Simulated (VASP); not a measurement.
# GaN in VASP: notebook

Aim: see how the results for GaN move with the level of theory and the settings. Levels: PBE, B3LYP5, revPBE+D3(BJ), BLYP+D4. Tasks: single point, relaxation of cell and atoms.

Everything below comes from runs of VASP 6.6.1. Logs are shortened: lines on timing, memory, paths and dates and some standing lists are left out, and cuts for length are marked.

## (1) The cell of the first run

The typed cell holds 2 atoms: a = 3.187 Å, b = 3.187 Å, c = 3.187 Å, α = 60.00°, β = 60.00°, γ = 60.00°.

## (2) Single point, PBE (atoms moved at random)

Input file INCAR:

```
SYSTEM = GaN
PREC = Accurate ; ENCUT = 450
EDIFF = 1E-7 ; ISMEAR = 0
SIGMA = 0.02 ; LREAL = .False.
LASPH = .True. ; ALGO = Normal
NELM = 100 ; ISIF = 2
LWAVE = .False. ; LCHARG = .False.
```

Input file KPOINTS:

```
k-points
0
Gamma
  9 9 9
```

Input file POSCAR:

```
GaN
1.0
    0.0000000000      2.2535006075      2.2535006075
    2.2535006075      0.0000000000      2.2535006075
    2.2535006075      2.2535006075      0.0000000000
Ga N
1 1
Direct
   -0.0000040000     -0.0009780000      0.0006670000
    0.2452550000      0.2539210000      0.2528650000
```

Potentials or basis: VASP PAW PBE potentials, release 64 (Ga_d, N).

Launch:

```
> cat potpaw_PBE.64/Ga_d/POTCAR potpaw_PBE.64/N/POTCAR > POTCAR
> mpirun -np 1 vasp_std > vasp.out
```

OUTCAR:

```text
SYSTEM = GaN
   PREC = Accurate
   ENCUT = 450
   EDIFF = 1E-7
   ISMEAR = 0
   LREAL = .False.
   LASPH = .True.
   NELM = 100
   ISIF = 2

 Found    365 irreducible k-points:

 Following reciprocal coordinates:
            Coordinates               Weight
  0.000000  0.000000  0.000000      1.000000
  0.111111  0.000000  0.000000      2.000000
  0.000000  0.111111  0.000000      2.000000
  0.000000  0.000000  0.111111      2.000000
  0.111111  0.111111  0.111111      2.000000
  0.222222  0.000000  0.000000      2.000000
   k-points           NKPTS =    365   k-points in BZ     NKDIM =    365   number of bands    NBANDS=     13
   number of dos      NEDOS =    301   number of ions     NIONS =      2
   total plane-waves  NPLWV =  13824
   dimension x,y,z NGX =    24 NGY =   24 NGZ =   24
   dimension x,y,z NGXF=    48 NGYF=   48 NGZF=   48
   ions per type =               1   1
   NGX,Y,Z   is equivalent  to a cutoff of  12.52, 12.52, 12.52 a.u.
   NGXF,Y,Z  is equivalent  to a cutoff of  25.04, 25.04, 25.04 a.u.
 SYSTEM =  GaN
   PREC   = accura    normal or accurate (medium, high low for compatibility)
   ISTART =      0    job   : 0-new  1-cont  2-samecut
   ICHARG =      2    charge: 1-file 2-atom 10-const
   ISPIN  =      1    spin polarized calculation?
   LNONCOLLINEAR =      F non collinear calculations
   LSORBIT =      F    spin-orbit coupling
   LASPH  =      T    aspherical Exc in radial PAW
   ENCUT  =  450.0 eV  33.07 Ry    5.75 a.u.   5.51  5.51  5.51*2*pi/ulx,y,z
   NELM   =    100;   NELMIN=  2; NELMDL= -5     # of ELM steps
   EDIFF  = 0.1E-06   stopping-criterion for ELM
   LREAL  =      F    real-space projection
   EDIFFG = 0.1E-05   stopping-criterion for IOM
   NSW    =      0    number of steps for IOM
   IBRION =     -1    ionic relax: 0-MD 1-quasi-New 2-CG
   NFREE  =      0    steps in history (QN), initial steepest desc. (CG)
   ISIF   =      2    stress and relaxation
   ISYM   =      2    0-nonsym 1-usesym 2-fastsym
   POTIM  = 0.5000    time-step for ionic-motion
   TEBEG  =    0.0;   TEEND  =   0.0 temperature during run

   SCALEE = 1.0000    scale energy and forces
   PSTRESS=    0.0 pullay stress
   NELECT =      18.0000    total number of electrons
   NUPDOWN=      -1.0000    fix difference up-down
   EMIN   =  10.00;   EMAX   =-10.00  energy-range for DOS
   EFERMI =   0.00;   METHOD = LEGACY
   ISMEAR =     0;   SIGMA  =   0.02  broadening in eV -4-tet -1-fermi 0-gaus
   EFERMI_NEDOS =   21; number of points for ismear=-14 and -15
   IALGO  =     38    algorithm
   IMIX   =      4    mixing-type and parameters
     AMIX     =   0.40;   BMIX     =  1.00
     AMIX_MAG =   1.60;   BMIX_MAG =  1.00
  volume/ion in A,a.u.               =      11.44        77.23
  Fermi-wavevector in a.u.,A,eV,Ry     =   1.511117  2.855596 31.068543  2.283473
  Thomas-Fermi vector in A             =   2.621216
   LORBIT       =      0    0 simple, 1 ext, 2 COOP (PROOUT), +10 PAW based schemes
   GGA     = PE    functional components
   LHFCALC =     F    Hartree Fock is set to
   AEXX    =    0.0000 exact exchange contribution
   IVDW    =     0    specifies the selected vdW correction
   LEPSILON=     F    determine dielectric tensor
   LRPA    =     F    only Hartree local field effects (RPA)

   CSHIFT  =0.1000    complex shift for real part using Kramers Kronig

   OMEGAMAX=  -1.0    maximum frequency
 non-spin polarized calculation
 Gauss-broadening in eV      SIGMA  =   0.02
  energy-cutoff  :      450.00
  volume of cell :       22.89
 maximum number of plane-waves:       531
 NGX is ok and might be reduce to    24
   NGX = 11   NGY = 11   NGZ = 11

 number of electron      18.0000003 magnetization

 Free energy of the ion-electron system (eV)
  ---------------------------------------------------
  ext. energy  EPLUGINS =         0.00000000
  ---------------------------------------------------
  free energy    TOTEN  =       -12.14383145 eV

  energy without entropy =      -12.14383145  energy(sigma->0) =      -12.14383145

 E-fermi :   5.4369     XC(G=0): -11.6671

 val. band max:        5.3124630892   @ k =   0.0000   0.0000   0.0000
 cond. band min:       7.0055567030   @ k =   0.0000   0.0000   0.0000
 fundamental gap:      1.6930936138
 Fermi energy:         5.4369032264

 k-point     1 :       0.0000    0.0000    0.0000
  band No.  band energies     occupation
      1     -10.6543      2.00000
      2      -8.1657      2.00000
      3      -8.1599      2.00000
      4      -8.1551      2.00000
      5      -7.8408      2.00000
      6      -7.8406      2.00000
      7       5.2453      2.00000
      8       5.2811      2.00000
      9       5.3125      2.00000
     10       7.0056      0.00000
     11      15.5579      0.00000
     12      15.5830      0.00000
     13      15.6130      0.00000

 k-point     2 :       0.1111    0.0000    0.0000
  band No.  band energies     occupation
      1     -10.5205      2.00000
      2      -8.1491      2.00000
      3      -8.1437      2.00000
      4      -8.1053      2.00000
      5      -7.8422      2.00000
      6      -7.8419      2.00000
      7       4.0190      2.00000
      8       5.1171      2.00000
      9       5.1596      2.00000
     10       7.9984      0.00000
     11      14.9730      0.00000
     12      15.7641      0.00000
     13      15.8103      0.00000

 k-point     3 :       0.0000    0.1111    0.0000
  band No.  band energies     occupation
      1     -10.5185      2.00000
      2      -8.1442      2.00000
      3      -8.1389      2.00000
      4      -8.1151      2.00000
      5      -7.8421      2.00000
      6      -7.8421      2.00000
      7       3.9701      2.00000
      8       5.1436      2.00000
      9       5.1821      2.00000
     10       7.9896      0.00000
     11      15.0202      0.00000
     12      15.7533      0.00000
     13      15.7958      0.00000

 k-point     4 :       0.0000    0.0000    0.1111
  band No.  band energies     occupation
      1     -10.5191      2.00000
      2      -8.1471      2.00000
      3      -8.1391      2.00000
      4      -8.1119      2.00000
      5      -7.8421      2.00000
      6      -7.8421      2.00000
      7       3.9839      2.00000
      8       5.1281      2.00000
      9       5.1837      2.00000
     10       7.9922      0.00000
     11      15.0051      0.00000
     12      15.7476      0.00000
     13      15.8107      0.00000

 k-point     5 :       0.1111    0.1111    0.1111
  band No.  band energies     occupation
      1     -10.5200      2.00000
      2      -8.1489      2.00000
      3      -8.1419      2.00000
      4      -8.1074      2.00000
      5      -7.8422      2.00000
      6      -7.8419      2.00000
      7       4.0070      2.00000
      8       5.1158      2.00000
      9       5.1728      2.00000
     10       7.9964      0.00000
     11      14.9829      0.00000
     12      15.7548      0.00000
     13      15.8152      0.00000

 k-point     6 :       0.2222    0.0000    0.0000
  band No.  band energies     occupation
      1     -10.2002      2.00000
      2      -8.1130      2.00000
      3      -8.1088      2.00000
      4      -7.8874      2.00000
      5      -7.8393      2.00000
      6      -7.8388      2.00000
      7       1.9791      2.00000
      8       4.8121      2.00000
      9       4.8630      2.00000
     10       9.1364      0.00000
     11      14.1664      0.00000
     12      15.9906      0.00000
     13      16.0740      0.00000

 [... further k-points ...]
[... 5 lines left out ...]
  --------------------------------------------------------------------------------------
  -------------------------------------------------------------------------------------
  Total        0.6024267      0.6066843      0.6073216     -0.0064631     -0.1358619      0.0489251
  in kB       42.1707894     42.4688278     42.5134408     -0.4524280     -9.5105403      3.4248313
  external PRESSURE =      42.3843527 kB  Pullay stress =       0.0000000 kB

 VOLUME and BASIS-vectors are now :
 -----------------------------------------------------------------------------
  energy-cutoff  :      450.00
  volume of cell :       22.89
      direct lattice vectors                 reciprocal lattice vectors
     0.000000000  2.253500607  2.253500607    -0.221877020  0.221877020  0.221877020
     2.253500607  0.000000000  2.253500607     0.221877020 -0.221877020  0.221877020
     2.253500607  2.253500607  0.000000000     0.221877020  0.221877020 -0.221877020

 POSITION                                       TOTAL-FORCE (eV/Angst)
 -----------------------------------------------------------------------------------
      2.25280      2.25499      4.50479         0.196037     -0.070596      0.009328
      1.14204      1.12251      1.12489        -0.196037      0.070596     -0.009328
 -----------------------------------------------------------------------------------
    total drift:                               -0.000080     -0.000021      0.000086

  FREE ENERGIE OF THE ION-ELECTRON SYSTEM (eV)
  ---------------------------------------------------
  free  energy   TOTEN  =       -12.1438314529 eV

  energy  without entropy=      -12.1438314529  energy(sigma->0) =      -12.14383145
```

Wall time 29 s (1 thread of Intel Xeon 6975P-C (Granite Rapids), shared host); peak memory 0.22 GiB.

What came out:

```yaml
Free_energy: -12.1438 eV
Largest_force: 0.209 eV/Å
Band_gap_on_the_k_mesh: 1.69 eV
```

Forces on the atoms (eV/Å):
```
Ga   0.196 -0.071  0.009
N   -0.196  0.071 -0.009
```

Levels at points of the mesh, in eV from the valence-band top:
| k point | band 6 | band 7 | band 8 | band 9 | band 10 | band 11 | band 12 | band 13 |
| --- | --- | --- | --- | --- | --- | --- | --- | --- |
| (0.00, 0.00, 0.00) | -13.15 | -0.07 | -0.03 | 0.00 | 1.69 | 10.25 | 10.27 | 10.30 |

Caveat: the cell differs from its parent crystal (atoms moved at random); the cutoff is under 1.25 times the usual one of these potentials, so pressure, stress and relaxed cells hold a basis-set (Pulay) error.

## (3) Single point, B3LYP5

This run uses another cell than the first one, of 10.76 Å³/atom.

Input file POSCAR:

```
GaN
1.0
    0.0000000000      2.2074978911      2.2074978911
    2.2074978911      0.0000000000      2.2074978911
    2.2074978911      2.2074978911      0.0000000000
Ga N
1 1
Direct
    0.0000000000      0.0000000000      0.0000000000
    0.2500000000      0.2500000000      0.2500000000
```

Input file INCAR.step1:

```
PREC = Accurate ; ENCUT = 910
EDIFF = 1E-5 ; ISMEAR = -1
SIGMA = 0.05 ; LREAL = F
LASPH = T ; NELM = 120
ALGO = Normal ; ISIF = 2
LWAVE = T ; LCHARG = F
NBANDS = 16 ; GGA = PE
GGA_COMPAT = F
```

Input file INCAR.step2:

```
PREC = Accurate ; ENCUT = 910
EDIFF = 1E-6 ; ISMEAR = -1
SIGMA = 0.05 ; LREAL = F
LASPH = T ; NELM = 120
ALGO = Normal ; ISIF = 2
LWAVE = F ; LCHARG = F
GGA = B5 ; LHFCALC = T
AEXX = 0.2 ; AGGAX = 0.72
AGGAC = 0.81 ; ALDAC = 0.19
PRECFOCK = Normal ; NBANDS = 16
ISTART = 1 ; GGA_COMPAT = F
```

Input file KPOINTS:

```
Automatic mesh
0
Gamma
  5 5 5
```

Potentials or basis: VASP PAW PBE potentials, release 64 (Ga_d, N_h).

Launch:

```
> cat potpaw_PBE.64/Ga_d/POTCAR potpaw_PBE.64/N_h/POTCAR > POTCAR
> cp INCAR.step1 INCAR
> mpirun -np 1 vasp_std > vasp.out
> cp INCAR.step2 INCAR
> mpirun -np 1 vasp_std > vasp.out
```

Run time: 6.7 min. Hardware: 1 thread of Intel Xeon 6975P-C (Granite Rapids), shared host; peak memory 0.19 GiB.

Results (log left out):

```yaml
Free_energy: -13.8440 eV
Pressure: 19.6 GPa
Band_gap_on_the_k_mesh: 3.90 eV
```

Levels at points of the mesh, in eV from the valence-band top:
| k point | band 6 | band 7 | band 8 | band 9 | band 10 | band 11 | band 12 | band 13 |
| --- | --- | --- | --- | --- | --- | --- | --- | --- |
| (0.00, 0.00, 0.00) | -14.93 | 0.00 | 0.00 | 0.00 | 3.90 | 12.66 | 12.66 | 12.66 |

Caveat: the k points lie up to 0.49 Å⁻¹ apart; the cutoff is under 1.25 times the usual one of these potentials, so pressure, stress and relaxed cells hold a basis-set (Pulay) error; the PAW data sets were made with another functional, which shifts forces and pressure a little.

## (4) Relaxation of cell and atoms, revPBE+D3(BJ)

Input file INCAR:

```
  ALGO = Normal
  EDIFF = 1E-6
  EDIFFG = -0.01
  ENCUT = 600
  GGA = RE
  IBRION = 2
  ISIF = 3
  ISMEAR = -1
  IVDW = 12
  LASPH = T
  LCHARG = F
  LREAL = F
  LWAVE = F
  NELM = 60
  NSW = 60
  PREC = Accurate
  SIGMA = 0.05
```

Input file KPOINTS:

```
k-points
0
Gamma
  10 10 10
```

Input file POSCAR:

```
GaN
1.0
    0.0000000000      2.2535006075      2.2535006075
    2.2535006075      0.0000000000      2.2535006075
    2.2535006075      2.2535006075      0.0000000000
Ga N
1 1
Direct
    0.0000000000      0.0000000000      0.0000000000
    0.2500000000      0.2500000000      0.2500000000
```

Potentials or basis: VASP PAW PBE potentials, release 64 (Ga_d, N).

Launch:

```
> cat potpaw_PBE.64/Ga_d/POTCAR potpaw_PBE.64/N/POTCAR > POTCAR
> mpirun -np 1 vasp_std > vasp.out
```

It took 17 s on 1 thread of Intel Xeon 6975P-C (Granite Rapids), shared host; peak memory 0.18 GiB.

It converged, with:

- Free energy: -12.4210 eV
- Relaxed volume: 11.47 Å³/atom
- Relaxed cell: a = 3.189 Å, b = 3.189 Å, c = 3.189 Å, α = 60.00°, β = 60.00°, γ = 60.00°
- Space group after relaxing (to 0.1 Å): F-43m (No. 216)
- Energy gained by relaxing: 0.0 meV/atom
- Ionic steps: 3
- Pressure after relaxing: 0.0 GPa
- Band gap on the k mesh: 1.75 eV
- Dispersion energy per atom: -0.490 eV

Final structure:
```
Ga N
1.0
     0.00000    2.25523    2.25523
     2.25523    0.00000    2.25523
     2.25523    2.25523    0.00000
Ga N
1 1
Cartesian
  0.0000 0.0000 0.0000
  1.1276 1.1276 1.1276
```

Levels at points of the mesh, in eV from the valence-band top:
```
           k point  band 7  band 8  band 9  band 10  band 11  band 12
(0.00, 0.00, 0.00)    0.00    0.00    0.00     1.75    10.34    10.34
(0.50, 0.00, 0.00)   -6.99   -0.96   -0.96     4.68     8.78    10.40
(0.50, 0.50, 0.00)   -6.09   -2.68   -2.68     3.39     6.72    11.79
```

Caveat: the PAW data sets were made with another functional, which shifts forces and pressure a little.

## (5) Relaxation of cell and atoms, BLYP+D4

Input file INCAR:

```
PREC     = Accurate       # precision mode
ENCUT    = 600            # plane-wave cutoff, eV
EDIFF    = 1E-7           # SCF threshold, eV
ISMEAR   = -1             # smearing method
SIGMA    = 0.05           # smearing width, eV
LREAL    = F              # projectors in reciprocal space
LASPH    = T              # aspherical terms in the spheres
NELM     = 60             # most SCF steps
ALGO     = Normal         # electronic algorithm
ISIF     = 3              # what is computed and relaxed
LWAVE    = F              # write WAVECAR
LCHARG   = F              # write CHGCAR
GGA      = B5             # functional
ALDAX    = 1.0          
AGGAX    = 1.0          
AGGAC    = 1.0          
ALDAC    = 0.0          
IVDW     = 13             # dispersion correction
VDW_S6   = 1.0          
VDW_S8   = 2.34076671   
VDW_A1   = 0.44488865   
VDW_A2   = 4.0933009    
IBRION   = 2              # ionic algorithm
NSW      = 60             # ionic steps
EDIFFG   = -0.01          # ionic threshold
```

Input file KPOINTS:

```
regular mesh
0
Gamma
  10 10 10
```

POSCAR is that of step 4.

Launch:

```
> cat potpaw_PBE.64/Ga_d/POTCAR potpaw_PBE.64/N/POTCAR > POTCAR
> mpirun -np 1 vasp_std > vasp.out
```

Run time: 32 s. Hardware: 1 thread of Intel Xeon 6975P-C (Granite Rapids), shared host; peak memory 0.17 GiB.

Results (log left out):

```yaml
Free_energy: -12.4922 eV
Relaxed_volume: 11.47 Å³/atom
Relaxed_cell: a = 3.189 Å, b = 3.189 Å, c = 3.189 Å, α = 60.00°, β = 60.00°, γ = 60.00°
Space_group_after_relaxing_to_0.1_Å: F-43m (No. 216)
Energy_gained_by_relaxing: 0.0 meV/atom
Ionic_steps: 3
Pressure_after_relaxing: 0.0 GPa
Band_gap_on_the_k_mesh: 1.80 eV
Dispersion_energy_per_atom: -0.763 eV
```

Final structure:
```cif
data_structure
_symmetry_space_group_name_H-M 'P 1'
_symmetry_Int_Tables_number 1
_cell_length_a 3.1890
_cell_length_b 3.1890
_cell_length_c 3.1890
_cell_angle_alpha 60.000
_cell_angle_beta 60.000
_cell_angle_gamma 60.000
_cell_volume 22.93
loop_
_atom_site_label
_atom_site_type_symbol
_atom_site_fract_x
_atom_site_fract_y
_atom_site_fract_z
_atom_site_occupancy
Ga1 Ga 0.00000 0.00000 0.00000 1
N1 N 0.25000 0.25000 0.25000 1
```

Levels at points of the mesh, in eV from the valence-band top:
```tsv
k point	band 6	band 7	band 8	band 9	band 10	band 11	band 12	band 13
(0.00, 0.00, 0.00)	-13.23	0.00	0.00	0.00	1.80	10.30	10.30	10.30
(0.50, 0.00, 0.00)	-11.92	-6.94	-0.96	-0.96	4.66	8.85	10.42	10.42
(0.50, 0.50, 0.00)	-11.47	-6.09	-2.66	-2.66	3.60	6.67	11.83	13.91
```

Caveat: the PAW data sets were made with another functional, which shifts forces and pressure a little.

## (6) Summary

| task | level | potentials or basis | cell | k mesh | cutoff (eV) | smearing | dipole correction | grid for exact exchange (PRECFOCK) | share of exact exchange | gap on the mesh (eV) | pressure (GPa) | relaxed volume (Å³/atom) |
| --- | --- | --- | --- | --- | --- | --- | --- | --- | --- | --- | --- | --- |
| single point | PBE | VASP PAW PBE potentials, release 64 (Ga_d, N) | a = 3.187 Å, angles 60.0°, 2 atoms, atomic positions A | 9 × 9 × 9 | 450 | gaussian 0.02 eV | - | - | - | 1.69 | - | - |
| single point | B3LYP5 | VASP PAW PBE potentials, release 64 (Ga_d, N_h) | a = 3.122 Å, angles 60.0°, 2 atoms, atomic positions B | 5 × 5 × 5 | 910 | fermi-dirac 0.05 eV | no | Normal | 0.2 | 3.90 | 19.6 | - |
| relaxation of cell and atoms | revPBE+D3(BJ) | VASP PAW PBE potentials, release 64 (Ga_d, N) | relaxed from a = 3.187 Å, angles 60.0°, 2 atoms, atomic positions B | 10 × 10 × 10 | 600 | fermi-dirac 0.05 eV | no | - | - | 1.75 | 0.0 | 11.47 |
| relaxation of cell and atoms | BLYP+D4 | VASP PAW PBE potentials, release 64 (Ga_d, N) | relaxed from a = 3.187 Å, angles 60.0°, 2 atoms, atomic positions B | 10 × 10 × 10 | 600 | fermi-dirac 0.05 eV | no | - | - | 1.80 | 0.0 | 11.47 |

Alike in all rows: no spin polarisation.

Caveats: some runs use coarse meshes; the PAW data sets were made with another functional, which shifts forces and pressure a little (at least some runs); the cutoff is under 1.25 times the usual one of these potentials, so pressure, stress and relaxed cells hold a basis-set (Pulay) error (at least some runs).

Absolute energies hang on the potentials; compare differences alone.
